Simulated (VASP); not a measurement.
# SrO (Fm-3m) in VASP: a series of runs

Aim: see how the results for SrO move with the level of theory and the settings. Levels: PBE-based screened hybrid, HSE06. Tasks: single point.

All numbers are computed with VASP 6.6.1; they aren't measurements. Logs are shortened: lines on timing, memory, paths and dates and some standing lists are left out, and cuts for length are marked.

**1. The cell of the first run**

Symmetry: Fm-3m, No. 225, cubic system. The conventional cell has a = 5.160 Å, b = 5.160 Å, c = 5.160 Å, α = 90.00°, β = 90.00°, γ = 90.00°. Within 3.4 Å of Sr (site symmetry m-3m) lie 6 O at 2.58 Å. Within 3.4 Å of O (site symmetry m-3m) lie 6 Sr at 2.58 Å.

**2. Single point, PBE-based screened hybrid**

POSCAR

```
SrO
1.0
    0.0000000000      2.5798927166      2.5798927166
    2.5798927166      0.0000000000      2.5798927166
    2.5798927166      2.5798927166      0.0000000000
Sr O
1 1
Direct
    0.5000000000      0.5000000000      0.5000000000
    0.0000000000      0.0000000000      0.0000000000
```

INCAR.step1

```
ALGO = Normal ; EDIFF = 1E-5
ENCUT = 520 ; GGA = PE
ISIF = 2 ; ISMEAR = 0
LASPH = T ; LCHARG = F
LREAL = F ; LWAVE = T
NBANDS = 15 ; NELM = 100
PREC = Accurate ; SIGMA = 0.01
```

INCAR.step2

```
AEXX = 0.15 ; ALGO = Normal
EDIFF = 1E-6 ; ENCUT = 520
GGA = PE ; HFSCREEN = 0.3
ISIF = 2 ; ISMEAR = 0
ISTART = 1 ; LASPH = T
LCHARG = F ; LHFCALC = T
LREAL = F ; LWAVE = F
NBANDS = 15 ; NELM = 100
PREC = Accurate ; PRECFOCK = Normal
SIGMA = 0.01
```

KPOINTS

```
k-points
0
Gamma
  4 4 4
```

Potentials or basis: VASP PAW PBE potentials, release 64 (Sr_sv, O).

Run with:

```bash
> cat potpaw_PBE.64/Sr_sv/POTCAR potpaw_PBE.64/O/POTCAR > POTCAR
> cp INCAR.step1 INCAR
> mpirun -np 1 vasp_std > vasp.out
> cp INCAR.step2 INCAR
> mpirun -np 1 vasp_std > vasp.out
```

OUTCAR:

```text
AEXX = 0.15
   EDIFF = 1E-6
   ENCUT = 520
   GGA = PE
   HFSCREEN = 0.3
   ISIF = 2
   ISMEAR = 0
   ISTART = 1
   LASPH = T
   LHFCALC = T
   LREAL = F
   NELM = 100
   PREC = Accurate
   PRECFOCK = Normal

 ion  position               nearest neighbor table
   1  0.500  0.500  0.500-   2 2.58   2 2.58   2 2.58   2 2.58   2 2.58   2 2.58
   2  0.000  0.000  0.000-   1 2.58   1 2.58   1 2.58   1 2.58   1 2.58   1 2.58

  LATTYP: Found a face centered cubic cell.
 ALAT       =     5.1597854332

  Lattice vectors:

 A1 = (   0.0000000000,   2.5798927166,   2.5798927166)
 A2 = (   2.5798927166,   0.0000000000,   2.5798927166)
 A3 = (   2.5798927166,   2.5798927166,   0.0000000000)

Analysis of symmetry for initial positions (statically):
=====================================================================
 Subroutine PRICEL returns:
 Original cell was already a primitive cell.

 Routine SETGRP: Setting up the symmetry group for a
 face centered cubic supercell.

 Subroutine GETGRP returns: Found 48 space group operations
 (whereof 48 operations were pure point group operations)
 out of a pool of 48 trial point group operations.

The static configuration has the point symmetry O_h .

Analysis of symmetry for dynamics (positions and initial velocities):
=====================================================================
 Subroutine PRICEL returns:
 Original cell was already a primitive cell.

 Routine SETGRP: Setting up the symmetry group for a
 face centered cubic supercell.

 Subroutine GETGRP returns: Found 48 space group operations
 (whereof 48 operations were pure point group operations)
 out of a pool of 48 trial point group operations.

The dynamic configuration has the point symmetry O_h .

 Subroutine INISYM returns: Found 48 space group operations
 (whereof 48 operations are pure point group operations),
 and found     1 'primitive' translations

----------------------------------------------------------------------------------------

                                     Primitive cell

  volume of cell :      34.3427

  direct lattice vectors                    reciprocal lattice vectors
     0.000000000  2.579892717  2.579892717    -0.193806509  0.193806509  0.193806509
     2.579892717  0.000000000  2.579892717     0.193806509 -0.193806509  0.193806509
     2.579892717  2.579892717  0.000000000     0.193806509  0.193806509 -0.193806509

  length of vectors
     3.648519269  3.648519269  3.648519269     0.335682720  0.335682720  0.335682720

  position of ions in fractional coordinates (direct lattice)
     0.500000000  0.500000000  0.500000000
     0.000000000  0.000000000  0.000000000

  ion indices of the primitive-cell ions
   primitive index   ion index
                 1           1
                 2           2

----------------------------------------------------------------------------------------

 KPOINTS: k-points

Automatic generation of k-mesh.
 Grid dimensions read from file:
 generate k-points for:    4    4    4

 Generating k-lattice:

  Cartesian coordinates                     Fractional coordinates (reciprocal lattice)
    -0.048451627  0.048451627  0.048451627     0.250000000  0.000000000  0.000000000
     0.048451627 -0.048451627  0.048451627     0.000000000  0.250000000  0.000000000
     0.048451627  0.048451627 -0.048451627     0.000000000  0.000000000  0.250000000

  Length of vectors
     0.083920680  0.083920680  0.083920680

  Shift w.r.t. Gamma in fractional coordinates (k-lattice)
     0.000000000  0.000000000  0.000000000

 Subroutine IBZKPT returns following result:
 ===========================================

 Found      8 irreducible k-points:

 Following reciprocal coordinates:
            Coordinates               Weight
  0.000000  0.000000  0.000000      1.000000
  0.250000  0.000000  0.000000      8.000000
  0.500000  0.000000  0.000000      4.000000
  0.250000  0.250000  0.000000      6.000000
  0.500000  0.250000  0.000000     24.000000
 -0.250000  0.250000  0.000000     12.000000
  0.500000  0.500000  0.000000      3.000000
 -0.250000  0.500000  0.250000      6.000000
   k-points           NKPTS =      8   k-points in BZ     NKDIM =     64   number of bands    NBANDS=     15
   number of dos      NEDOS =    301   number of ions     NIONS =      2
   total plane-waves  NPLWV =  21952
   dimension x,y,z NGX =    28 NGY =   28 NGZ =   28
   dimension x,y,z NGXF=    56 NGYF=   56 NGZF=   56
   ions per type =               1   1
   NGX,Y,Z   is equivalent  to a cutoff of  12.76, 12.76, 12.76 a.u.
   NGXF,Y,Z  is equivalent  to a cutoff of  25.52, 25.52, 25.52 a.u.
 SYSTEM =  unknown system
   PREC   = accura    normal or accurate (medium, high low for compatibility)
   ISTART =      1    job   : 0-new  1-cont  2-samecut
   ICHARG =      0    charge: 1-file 2-atom 10-const
   ISPIN  =      1    spin polarized calculation?
   LNONCOLLINEAR =      F non collinear calculations
   LSORBIT =      F    spin-orbit coupling
   LASPH  =      T    aspherical Exc in radial PAW
   ENCUT  =  520.0 eV  38.22 Ry    6.18 a.u.   6.78  6.78  6.78*2*pi/ulx,y,z
   NELM   =    100;   NELMIN=  2; NELMDL=  0     # of ELM steps
   EDIFF  = 0.1E-05   stopping-criterion for ELM
   LREAL  =      F    real-space projection
   EDIFFG = 0.1E-04   stopping-criterion for IOM
   NSW    =      0    number of steps for IOM
   IBRION =     -1    ionic relax: 0-MD 1-quasi-New 2-CG
   NFREE  =      0    steps in history (QN), initial steepest desc. (CG)
   ISIF   =      2    stress and relaxation
   ISYM   =      3    0-nonsym 1-usesym 2-fastsym
   POTIM  = 0.5000    time-step for ionic-motion
   TEBEG  =    0.0;   TEEND  =   0.0 temperature during run
   PSTRESS=    0.0 pullay stress
   NELECT =      16.0000    total number of electrons
   NUPDOWN=      -1.0000    fix difference up-down
   EMIN   =  10.00;   EMAX   =-10.00  energy-range for DOS
   EFERMI =   0.00;   METHOD = LEGACY
   ISMEAR =     0;   SIGMA  =   0.01  broadening in eV -4-tet -1-fermi 0-gaus
   EFERMI_NEDOS =   21; number of points for ismear=-14 and -15
   IALGO  =     38    algorithm
   IMIX   =      1    mixing-type and parameters
     AMIX     =   0.40;   BMIX     =  1.00
     AMIX_MAG =   1.60;   BMIX_MAG =  1.00
  volume/ion in A,a.u.               =      17.17       115.88
  Fermi-wavevector in a.u.,A,eV,Ry     =   1.269121  2.398292 21.914485  1.610669
  Thomas-Fermi vector in A             =   2.402180
   LORBIT       =      0    0 simple, 1 ext, 2 COOP (PROOUT), +10 PAW based schemes
   GGA     = PE    functional components
   LHFCALC =     T    Hartree Fock is set to
   PRECFOCK=normal    Normal, Fast or Accurate (Low or Medium for compatibility)
   ENCUT4O =  -1.0   cutoff for four orbital integrals eV
   NKREDX  =     1    reduce k-point grid by
   NKREDY  =     1    reduce k-point grid by
   NKREDZ  =     1    reduce k-point grid by
   AEXX    =    0.1500 exact exchange contribution
   HFSCREEN=    0.3000 screening length (either q_TF or 0.3 A-1)
   HFSCREENC=   0.3000 screening length for correlation (either q_TF or 0.3 A-1)
   ENCUTFOCK=  -1.0 apply spherical cutoff to Coloumb kernel
   IVDW    =     0    specifies the selected vdW correction
   LEPSILON=     F    determine dielectric tensor
   LRPA    =     F    only Hartree local field effects (RPA)
 non-spin polarized calculation
 Gauss-broadening in eV      SIGMA  =   0.01
  energy-cutoff  :      520.00
  volume of cell :       34.34
 maximum number of plane-waves:       941
  NGX = 24; NGY = 24; NGZ = 24

 number of electron      15.9999998 magnetization

 Free energy of the ion-electron system (eV)
  ---------------------------------------------------
  ext. energy  EPLUGINS =         0.00000000
  ---------------------------------------------------
  free energy    TOTEN  =       -13.16858241 eV

  energy without entropy =      -13.16858241  energy(sigma->0) =      -13.16858241

 E-fermi :   1.1210     XC(G=0):  -9.0119

 val. band max:        1.0755219825   @ k =   0.0000   0.0000   0.0000
 cond. band min:       5.0685648834   @ k =   0.5000   0.5000   0.0000
 fundamental gap:      3.9930429008
 Fermi energy:         1.1209576150

 k-point     1 :       0.0000    0.0000    0.0000
  band No.  band energies     occupation
      1     -32.4968      2.00000
      2     -14.8621      2.00000
      3     -13.3848      2.00000
      4     -13.3848      2.00000
      5     -13.3848      2.00000
      6       1.0755      2.00000
      7       1.0755      2.00000
      8       1.0755      2.00000
      9       5.7213      0.00000
     10       8.0825      0.00000
     11       8.0825      0.00000
     12       8.0825      0.00000
     13      10.2747      0.00000
     14      10.2747      0.00000
     15      14.5223      0.00000

 k-point     2 :       0.2500    0.0000    0.0000
  band No.  band energies     occupation
      1     -32.4285      2.00000
      2     -15.6850      2.00000
      3     -13.4232      2.00000
      4     -13.4232      2.00000
      5     -12.7196      2.00000
      6      -0.1993      2.00000
      7       0.4528      2.00000
      8       0.4528      2.00000
      9       7.8191      0.00000
     10       8.0028      0.00000
     11       9.2416      0.00000
     12       9.2416      0.00000
     13      11.7363      0.00000
     14      11.7363      0.00000
     15      17.5678      0.00000
[... 77 lines left out ...]
      3     -14.3412      2.00000
      4     -13.7506      2.00000
      5     -13.7506      2.00000
      6       0.6034      2.00000
      7       0.9746      2.00000
      8       0.9746      2.00000
      9       5.0686      0.00000
     10       9.6772      0.00000
     11      12.1172      0.00000
     12      12.2599      0.00000
     13      13.0781      0.00000
     14      13.0781      0.00000
     15      15.5818      0.00000

 k-point     8 :      -0.2500    0.5000    0.2500
  band No.  band energies     occupation
      1     -32.3175      2.00000
      2     -15.4327      2.00000
      3     -14.0537      2.00000
      4     -14.0537      2.00000
      5     -12.8969      2.00000
      6      -0.0709      2.00000
      7       0.6190      2.00000
      8       0.6190      2.00000
      9       7.8654      0.00000
     10       7.8654      0.00000
     11      10.5217      0.00000
     12      13.0950      0.00000
     13      13.3372      0.00000
     14      14.6854      0.00000
     15      16.6094      0.00000

------------------------ aborting loop because EDIFF is reached ----------------------------------------

  FORCE on cell =-STRESS in cart. coord.  units (eV):
  Direction    XX          YY          ZZ          XY          YZ          ZX
  --------------------------------------------------------------------------------------
  -------------------------------------------------------------------------------------
  Total        0.2381196      0.2381196      0.2381196      0.0000000      0.0000000     -0.0000000
  in kB       11.1088942     11.1088942     11.1088942      0.0000000      0.0000000     -0.0000000
  external PRESSURE =      11.1088942 kB  Pullay stress =       0.0000000 kB

 VOLUME and BASIS-vectors are now :
 -----------------------------------------------------------------------------
  energy-cutoff  :      520.00
  volume of cell :       34.34
      direct lattice vectors                 reciprocal lattice vectors
     0.000000000  2.579892717  2.579892717    -0.193806509  0.193806509  0.193806509
     2.579892717  0.000000000  2.579892717     0.193806509 -0.193806509  0.193806509
     2.579892717  2.579892717  0.000000000     0.193806509  0.193806509 -0.193806509

 POSITION                                       TOTAL-FORCE (eV/Angst)
 -----------------------------------------------------------------------------------
      2.57989      2.57989      2.57989         0.000000      0.000000      0.000000
      0.00000      0.00000      0.00000        -0.000000     -0.000000     -0.000000
 -----------------------------------------------------------------------------------
    total drift:                               -0.000000     -0.000000     -0.000000

  FREE ENERGIE OF THE ION-ELECTRON SYSTEM (eV)
  ---------------------------------------------------
  free  energy   TOTEN  =       -13.1685824137 eV

  energy  without entropy=      -13.1685824137  energy(sigma->0) =      -13.16858241
```

Run time: 4.6 min. Hardware: 1 thread of AMD EPYC 9R45 (Zen 5), shared host; peak memory 0.23 GiB.

Results:

- Free energy: -13.1686 eV
- Pressure: 1.1 GPa
- Band gap on the k mesh: 3.99 eV, indirect (least direct gap 4.09 eV)

Caveat: the k points lie up to 0.53 Å⁻¹ apart; the PAW data sets were made with another functional, which shifts forces and pressure a little.

(Continued in part 2 of 2.)
